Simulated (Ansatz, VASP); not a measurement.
**Hf4N: VASP beside Ansatz**

```
Hf N
1.0
    -2.85723    2.85723    2.85723
     2.85723   -2.85723    2.85723
     2.85723    2.85723   -2.85723
Hf N
4 1
Direct
  0.50000 0.50000 0.50000
  0.50000 0.00000 0.00000
  0.00000 0.00000 0.50000
  0.00000 0.50000 0.00000
  0.00000 0.00000 0.00000
```

Change from the starting cell: species swapped into the Hg4Pt type (Im-3m, No. 229).

Alike in both runs: functional PBE; k mesh 4 × 4 × 4; occupations gaussian, width 0.1 eV; no spin polarisation.

Ansatz relaxed the structure, and its values are those at the end. VASP's run is a single point on that final structure, the one shown.

|  | VASP | Ansatz |
| --- | --- | --- |
| version | VASP 6.6.1 | Ansatz 0.2.0 |
| potentials or method | VASP PAW PBE potentials, release 64 (Hf_pv, N), cutoff 520 eV | scalar-relativistic, plane waves, PAW |
| valence electrons in the cell | 45 | 109 |

```csv
,VASP,Ansatz,Ansatz less VASP
gap on the k mesh at the Fermi level (eV),none,none,-
pressure (GPa),-0.6,0.2,+0.81
```

A gap of «none» marks a metal or a gap that the smearing closes. VASP's potentials hold 45 valence electrons a cell and Ansatz's 109, so a difference there can come from the potentials and not from the codes.

The k mesh is coarse, so the values compare programs but aren't converged. Spin-orbit coupling is off throughout.
